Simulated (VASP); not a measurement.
# Te2Mo (P1) in VASP: relaxation of the atoms with LDA

Aim: the relaxation of the atoms of Te2Mo with LDA.

All numbers are computed with VASP 6.6.1; they aren't measurements. Logs are shortened: lines on timing, memory, paths and dates and some standing lists are left out, and cuts for length are marked.

## Step 1: The cell of the first run

The typed cell holds 6 atoms: a = 3.518 Å, b = 3.518 Å, c = 13.974 Å, α = 90.00°, β = 90.00°, γ = 120.00°.

## Step 2: Relaxation of the atoms, LDA (atoms moved at random)

INCAR reads:

```
ALGO = Normal
EDIFF = 1E-7
EDIFFG = -0.002
EFERMI = MIDGAP
ENCUT = 490
GGA = CA
GGA_COMPAT = F
IBRION = 2
ISIF = 2
ISMEAR = 0
KPAR = 4
LASPH = T
LCHARG = F
LREAL = F
LWAVE = F
NELM = 120
NELMIN = 4
NSW = 120
PREC = Accurate
SIGMA = 0.03
```

KPOINTS reads:

```
Automatic mesh
0
Gamma
  7 7 2
  0 0 0
```

POSCAR reads:

```
Te2Mo
1.0
    3.5182000000      0.0000000000      0.0000000000
   -1.7591000000      3.0468505756      0.0000000000
    0.0000000000      0.0000000000     13.9736000000
Te Mo
4 2
Direct
    0.6264900000      0.2989340000      0.3740750000
    0.3394020000      0.6867300000      0.8843180000
    0.6598510000      0.2877970000      0.1205900000
    0.3538900000      0.7262840000      0.6195220000
    0.6472230000      0.2948220000      0.7449780000
    0.3211150000      0.6755380000      0.2453180000
```

Potentials or basis: VASP PAW LDA potentials, release 64 (Te, Mo_sv).

Started as:

```console
cat potpaw_LDA.64/Te/POTCAR potpaw_LDA.64/Mo_sv/POTCAR > POTCAR
mpirun -np 4 vasp_std > vasp.out
```

OUTCAR:

```text
EDIFF = 1E-7
   EDIFFG = -0.002
   EFERMI = MIDGAP
   ENCUT = 490
   GGA = CA
   IBRION = 2
   ISIF = 2
   ISMEAR = 0
   LASPH = T
   LREAL = F
   NELM = 120
   NELMIN = 4
   NSW = 120
   PREC = Accurate

 ion  position               nearest neighbor table
   1  0.626  0.299  0.374-   6 2.62   6 2.75   6 2.78   3 3.54
   2  0.339  0.687  0.884-   5 2.69   5 2.87   5 2.89
   3  0.660  0.288  0.121-   6 2.56   6 2.67   6 2.82   1 3.54
   4  0.354  0.726  0.620-   5 2.46   5 2.79   5 2.83
   5  0.647  0.295  0.745-   4 2.46   2 2.69   4 2.79   4 2.83   2 2.87   2 2.89
   6  0.321  0.676  0.245-   3 2.56   1 2.62   3 2.67   1 2.75   1 2.78   3 2.82

  LATTYP: Found a hexagonal cell.
 ALAT       =     3.5182000000
 C/A-ratio  =     3.9718037633

  Lattice vectors:

 A1 = (   3.5182000000,   0.0000000000,   0.0000000000)
 A2 = (  -1.7591000000,   3.0468505756,   0.0000000000)
 A3 = (   0.0000000000,   0.0000000000,  13.9736000000)

Analysis of symmetry for initial positions (statically):
=====================================================================
 Subroutine PRICEL returns:
 Original cell was already a primitive cell.

 Routine SETGRP: Setting up the symmetry group for a
 hexagonal supercell.

 Subroutine GETGRP returns: Found  1 space group operations
 (whereof  1 operations were pure point group operations)
 out of a pool of 24 trial point group operations.

The static configuration has the point symmetry C_1 .

Analysis of symmetry for dynamics (positions and initial velocities):
=====================================================================
 Subroutine PRICEL returns:
 Original cell was already a primitive cell.

 Routine SETGRP: Setting up the symmetry group for a
 hexagonal supercell.

 Subroutine GETGRP returns: Found  1 space group operations
 (whereof  1 operations were pure point group operations)
 out of a pool of 24 trial point group operations.

The dynamic configuration has the point symmetry C_1 .

 Subroutine INISYM returns: Found  1 space group operations
 (whereof  1 operations are pure point group operations),
 and found     1 'primitive' translations

----------------------------------------------------------------------------------------

                                     Primitive cell

  volume of cell :     149.7890

  direct lattice vectors                    reciprocal lattice vectors
     3.518200000  0.000000000  0.000000000     0.284236257  0.164103880  0.000000000
    -1.759100000  3.046850576  0.000000000     0.000000000  0.328207759  0.000000000
     0.000000000  0.000000000 13.973600000     0.000000000  0.000000000  0.071563520

  length of vectors
     3.518200000  3.518200000 13.973600000     0.328207759  0.328207759  0.071563520

  position of ions in fractional coordinates (direct lattice)
     0.626490000  0.298934000  0.374075000
     0.339402000  0.686730000  0.884318000
     0.659851000  0.287797000  0.120590000
     0.353890000  0.726284000  0.619522000
     0.647223000  0.294822000  0.744978000
     0.321115000  0.675538000  0.245318000

  ion indices of the primitive-cell ions
   primitive index   ion index
                 1           1
                 2           2
                 3           3
                 4           4
                 5           5
                 6           6

----------------------------------------------------------------------------------------

 KPOINTS: Automatic mesh

Automatic generation of k-mesh.
 Grid dimensions read from file:
 generate k-points for:    7    7    2

 Generating k-lattice:

  Cartesian coordinates                     Fractional coordinates (reciprocal lattice)
     0.040605180  0.023443411  0.000000000     0.142857143  0.000000000  0.000000000
     0.000000000  0.046886823  0.000000000     0.000000000  0.142857143  0.000000000
     0.000000000  0.000000000  0.035781760     0.000000000  0.000000000  0.500000000

  Length of vectors
     0.046886823  0.046886823  0.035781760

  Shift w.r.t. Gamma in fractional coordinates (k-lattice)
     0.000000000  0.000000000  0.000000000

 Subroutine IBZKPT returns following result:
 ===========================================

 Found     50 irreducible k-points:

 Following reciprocal coordinates:
            Coordinates               Weight
  0.000000  0.000000  0.000000      1.000000
  0.142857 -0.000000  0.000000      2.000000
  0.000000  0.142857  0.000000      2.000000
 -0.142857  0.142857  0.000000      2.000000
  0.285714  0.000000  0.000000      2.000000
  0.000000  0.285714  0.000000      2.000000
[... 16 lines left out ...]
  0.285714  0.285714  0.000000      2.000000
 -0.285714 -0.428571  0.000000      2.000000
 [... further k-points ...]
   k-points           NKPTS =     50   k-points in BZ     NKDIM =     50   number of bands    NBANDS=     31
   number of dos      NEDOS =    301   number of ions     NIONS =      6
   total plane-waves  NPLWV =  84672
   dimension x,y,z NGX =    28 NGY =   28 NGZ =  108
   dimension x,y,z NGXF=    56 NGYF=   56 NGZF=  216
   ions per type =               4   2
   NGX,Y,Z   is equivalent  to a cutoff of  13.23, 13.23, 12.85 a.u.
   NGXF,Y,Z  is equivalent  to a cutoff of  26.46, 26.46, 25.70 a.u.
 SYSTEM =  unknown system
   PREC   = accura    normal or accurate (medium, high low for compatibility)
   ISTART =      0    job   : 0-new  1-cont  2-samecut
   ICHARG =      2    charge: 1-file 2-atom 10-const
   ISPIN  =      1    spin polarized calculation?
   LNONCOLLINEAR =      F non collinear calculations
   LSORBIT =      F    spin-orbit coupling
   LASPH  =      T    aspherical Exc in radial PAW
   ENCUT  =  490.0 eV  36.01 Ry    6.00 a.u.   6.35  6.35 25.22*2*pi/ulx,y,z
   NELM   =    120;   NELMIN=  4; NELMDL= -5     # of ELM steps
   EDIFF  = 0.1E-06   stopping-criterion for ELM
   LREAL  =      F    real-space projection
   EDIFFG = -.2E-02   stopping-criterion for IOM
   NSW    =    120    number of steps for IOM
   IBRION =      2    ionic relax: 0-MD 1-quasi-New 2-CG
   NFREE  =      1    steps in history (QN), initial steepest desc. (CG)
   ISIF   =      2    stress and relaxation
   ISYM   =      2    0-nonsym 1-usesym 2-fastsym
   POTIM  = 0.5000    time-step for ionic-motion
   TEBEG  =    0.0;   TEEND  =   0.0 temperature during run

   SCALEE = 1.0000    scale energy and forces
   PSTRESS=    0.0 pullay stress
   NELECT =      52.0000    total number of electrons
   NUPDOWN=      -1.0000    fix difference up-down
   EMIN   =  10.00;   EMAX   =-10.00  energy-range for DOS
   EFERMI =   0.00;   METHOD = MIDGAP
   ISMEAR =     0;   SIGMA  =   0.03  broadening in eV -4-tet -1-fermi 0-gaus
   EFERMI_NEDOS =   21; number of points for ismear=-14 and -15
   IALGO  =     38    algorithm
   IMIX   =      4    mixing-type and parameters
     AMIX     =   0.40;   BMIX     =  1.00
     AMIX_MAG =   1.60;   BMIX_MAG =  1.00
  volume/ion in A,a.u.               =      24.96       168.47
  Fermi-wavevector in a.u.,A,eV,Ry     =   1.150578  2.174277 18.011787  1.323829
  Thomas-Fermi vector in A             =   2.287241
   LORBIT       =      0    0 simple, 1 ext, 2 COOP (PROOUT), +10 PAW based schemes
   GGA     = CA    functional components
   LHFCALC =     F    Hartree Fock is set to
   AEXX    =    0.0000 exact exchange contribution
   IVDW    =     0    specifies the selected vdW correction
   LEPSILON=     F    determine dielectric tensor
   LRPA    =     F    only Hartree local field effects (RPA)

   CSHIFT  =0.1000    complex shift for real part using Kramers Kronig

   OMEGAMAX=  -1.0    maximum frequency
 conjugate gradient relaxation of ions
 non-spin polarized calculation
 Gauss-broadening in eV      SIGMA  =   0.03
  energy-cutoff  :      490.00
  volume of cell :      149.79
 maximum number of plane-waves:      3730
 NGX is ok and might be reduce to    28
   NGX = 13   NGY = 13   NGZ = 51

--------------------------------------- Ionic step        1  -------------------------------------------

 number of electron      51.9999996 magnetization

 Free energy of the ion-electron system (eV)
  ---------------------------------------------------
  ext. energy  EPLUGINS =         0.00000000
  ---------------------------------------------------
  free energy    TOTEN  =       -40.41808643 eV

  energy without entropy =      -40.41808643  energy(sigma->0) =      -40.41808643

------------------------ aborting loop because EDIFF is reached ----------------------------------------

  FORCE on cell =-STRESS in cart. coord.  units (eV):
  Direction    XX          YY          ZZ          XY          YZ          ZX
  --------------------------------------------------------------------------------------
  -------------------------------------------------------------------------------------
  Total       -4.3693706      0.8958060      0.1954443      0.6079018      2.1885025      1.0604990
  in kB      -46.7357777      9.5817438      2.0905167      6.5022558     23.4087186     11.3433372
  external PRESSURE =     -11.6878391 kB  Pullay stress =       0.0000000 kB
[... 101 lines left out ...]
  FREE ENERGIE OF THE ION-ELECTRON SYSTEM (eV)
  ---------------------------------------------------
  free  energy   TOTEN  =       -41.1235128799 eV

  energy  without entropy=      -41.1235128799  energy(sigma->0) =      -41.12351288

[... ionic steps 4 to 45 ...]

--------------------------------------- Ionic step       46  -------------------------------------------

 number of electron      52.0000002 magnetization

------------------------ aborting loop because EDIFF is reached ----------------------------------------
[... 75 lines left out ...]
--------------------------------------- Ionic step       48  -------------------------------------------

 number of electron      52.0000002 magnetization

 Free energy of the ion-electron system (eV)
  ---------------------------------------------------
  ext. energy  EPLUGINS =         0.00000000
  ---------------------------------------------------
  free energy    TOTEN  =       -41.23127337 eV

  energy without entropy =      -41.23127337  energy(sigma->0) =      -41.23127337

 E-fermi :   8.4411     XC(G=0): -10.6386

 val. band max:        8.0365764002   @ k =   0.0000   0.0000   0.0000
 cond. band min:       8.8456346882   @ k =   0.1429   0.2857   0.0000
 fundamental gap:      0.8090582880
 Fermi energy:         8.4411055442

 k-point     1 :       0.0000    0.0000    0.0000
  band No.  band energies     occupation
      1     -52.4607      2.00000
      2     -52.4607      2.00000
      3     -26.8213      2.00000
      4     -26.8212      2.00000
      5     -26.6906      2.00000
      6     -26.6906      2.00000
[... 805 lines left out ...]
     30       9.8744      0.00000
     31      10.2724      0.00000

 [... further k-points ...]

------------------------ aborting loop because EDIFF is reached ----------------------------------------

  FORCE on cell =-STRESS in cart. coord.  units (eV):
  Direction    XX          YY          ZZ          XY          YZ          ZX
  --------------------------------------------------------------------------------------
  -------------------------------------------------------------------------------------
  Total       -2.0401045     -2.0399533     -0.8338500     -0.0003347      0.0003184      0.0050118
  in kB      -21.8214196    -21.8198030     -8.9190487     -0.0035805      0.0034061      0.0536070
  external PRESSURE =     -17.5200904 kB  Pullay stress =       0.0000000 kB
[... 21 lines left out ...]
  FREE ENERGIE OF THE ION-ELECTRON SYSTEM (eV)
  ---------------------------------------------------
  free  energy   TOTEN  =       -41.2312733678 eV

  energy  without entropy=      -41.2312733678  energy(sigma->0) =      -41.23127337

 reached required accuracy - stopping structural energy minimisation
```

It took 15 min on 4 MPI ranks of Intel Xeon Platinum 8488C (Sapphire Rapids), shared host; peak memory 0.35 GiB.

Results:

- Free energy: -41.2313 eV
- Energy gained by relaxing: 135.5 meV/atom
- Ionic steps: 48
- Pressure after relaxing: -1.8 GPa
- Band gap on the k mesh: 0.81 eV (least direct gap 1.26 eV)

The path:
```tsv
step	energy change (eV)	largest force (eV/Å)	pressure (GPa)
1	0.0000	4.1630	-1.17
3	-0.7054	1.1989	-3.38
5	-0.7911	0.3822	-2.33
7	-0.8077	0.1316	-1.55
9	-0.8098	0.0952	-1.65
11	-0.8106	0.0348	-1.75
13	-0.8108	0.0433	-1.74
15	-0.8112	0.0262	-1.71
17	-0.8115	0.0647	-1.67
19	-0.8120	0.0517	-1.68
21	-0.8125	0.0550	-1.71
23	-0.8130	0.0292	-1.79
25	-0.8131	0.0194	-1.77
27	-0.8131	0.0223	-1.77
29	-0.8131	0.0061	-1.75
31	-0.8131	0.0037	-1.75
33	-0.8131	0.0078	-1.75
35	-0.8131	0.0131	-1.76
37	-0.8132	0.0113	-1.76
39	-0.8132	0.0069	-1.76
41	-0.8132	0.0084	-1.76
43	-0.8132	0.0071	-1.75
45	-0.8132	0.0057	-1.75
47	-0.8132	0.0028	-1.75
48	-0.8132	0.0014	-1.75
```

Final structure:
```cif
data_structure
_symmetry_space_group_name_H-M 'P 1'
_symmetry_Int_Tables_number 1
_cell_length_a 3.5182
_cell_length_b 3.5182
_cell_length_c 13.9736
_cell_angle_alpha 90.000
_cell_angle_beta 90.000
_cell_angle_gamma 120.000
_cell_volume 149.79
loop_
_atom_site_label
_atom_site_type_symbol
_atom_site_fract_x
_atom_site_fract_y
_atom_site_fract_z
_atom_site_occupancy
Te1 Te 0.65789 0.32838 0.37599 1
Te2 Te 0.32470 0.66165 0.87585 1
Te3 Te 0.65799 0.32836 0.12042 1
Te4 Te 0.32473 0.66168 0.62028 1
Mo1 Mo 0.65805 0.32833 0.74806 1
Mo2 Mo 0.32461 0.66171 0.24820 1
```

Caveat: the cell differs from its parent crystal (atoms moved at random); spin-orbit coupling is left out, which moves the levels of the heavy elements; an odd mesh through Γ misses points on the zone boundary, where band edges can lie.
